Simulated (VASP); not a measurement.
Set up this calculation in VASP 6.6.1, as the native input.

```
Task                   : single point
Functional             : PBE
Potentials or basis    : VASP PAW PBE potentials, release 64 (Gd, O)
Cutoff                 : 520 eV
k mesh                 : 9 × 9 × 9
Occupations            : fermi-dirac, width 0.05 eV
Spin                   : collinear spin, ferromagnetic start
Starting moments       : [7.0, 0.0] μB
Dipole correction      : no
Further INCAR settings : ALGO = Normal; EDIFF = 1e-07; NBANDS = 23
```

The structure of GdO lies in POSCAR:

```
GdO
1.0
    2.7639467700      0.0000000000      0.0000000000
    0.0000000000      2.7639467700      0.0000000000
    0.0000000000      0.0000000000      2.7639467700
Gd O
1 1
Direct
    0.0000000000      0.0000000000      0.0000000000
    0.5000000000      0.5000000000      0.5000000000
```

One way to write it, as run:

INCAR

```
ALGO     = Normal         # electronic algorithm
EDIFF    = 1E-7           # SCF threshold, eV
ENCUT    = 520            # plane-wave cutoff, eV
GGA      = PE             # functional
ISIF     = 2              # what is computed and relaxed
ISMEAR   = -1             # smearing method
ISPIN    = 2              # spin polarisation
LASPH    = True           # aspherical terms in the spheres
LCHARG   = True           # write CHGCAR
LELF     = True           # ELF
LMAXMIX  = 6              # l up to which the mixer works
LORBIT   = 11             # projections on sites
LREAL    = False          # projectors in reciprocal space
LVHAR    = True         
LWAVE    = False          # write WAVECAR
MAGMOM   = 7 0            # initial moments
NBANDS   = 23             # bands
NELM     = 150            # most SCF steps
PREC     = Accurate       # precision mode
SIGMA    = 0.05           # smearing width, eV
```

KPOINTS

```
k-points
0
Gamma
  9 9 9
```

Potentials or basis: VASP PAW PBE potentials, release 64 (Gd, O).

Run with:

```console
$ cat potpaw_PBE.64/Gd/POTCAR potpaw_PBE.64/O/POTCAR > POTCAR
$ mpirun -np 1 vasp_std > vasp.out
```

Results of the run:

* Pressure: 63.3 GPa
* Net moment: 6.96 μB per cell
* Site moments: Gd +6.70; O +0.01 μB
* Valence electrons inside the program's atomic spheres: Gd 15.72; O 5.10

Caveat: a cell with one magnetic atom can't hold antiferromagnetic order, which such compounds often take.

Wall time 73 s on 1 thread of AMD EPYC 7R43 64-Core Processor (Zen 3), on a shared host, peak memory 0.15 GiB.
